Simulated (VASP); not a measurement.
BN:

```xyz
2
Lattice="0.0000 1.8130 1.8130 1.8130 0.0000 1.8130 1.8130 1.8130 0.0000" Properties=species:S:1:pos:R:3 pbc="T T T"
B     0.0000    0.0000    0.0000
N     2.7195    2.7195    2.7195
```

Base run:

* Program: VASP 6.6.1
* Functional: PBE
* Potentials or basis: VASP PAW PBE potentials, release 64 (B, N)
* Cutoff: 600 eV
* k mesh: 12 × 12 × 12
* Occupations: gaussian, width 0.1 eV
* Spin: no spin polarisation

Its results: band gap on the k mesh 4.45 eV, indirect (least direct gap 8.78 eV); pressure -0.4 GPa.

Problem. After a change of settings the same cell gave: band gap on the k mesh 5.58 eV, indirect (least direct gap 8.67 eV); pressure 2.9 GPa. Which change was it?
A. functional from PBE to PBEsol; occupations from gaussian, width 0.1 eV to fermi-dirac, width 0.25852 eV
B. functional from PBE to LDA; potentials or basis from VASP PAW PBE potentials, release 64 (B, N) to VASP PAW LDA potentials, release 64 (B, N)
C. cutoff from 600 eV to 520 eV; further incar settings from ALGO = Normal; EDIFF = 1e-06; NBANDS = 11 to ALGO = Normal; EDIFF = 1e-07; NBANDS = 11
D. k mesh from 12 × 12 × 12 to 3 × 3 × 3

Solution. D.

Caveats: some runs use coarse meshes.
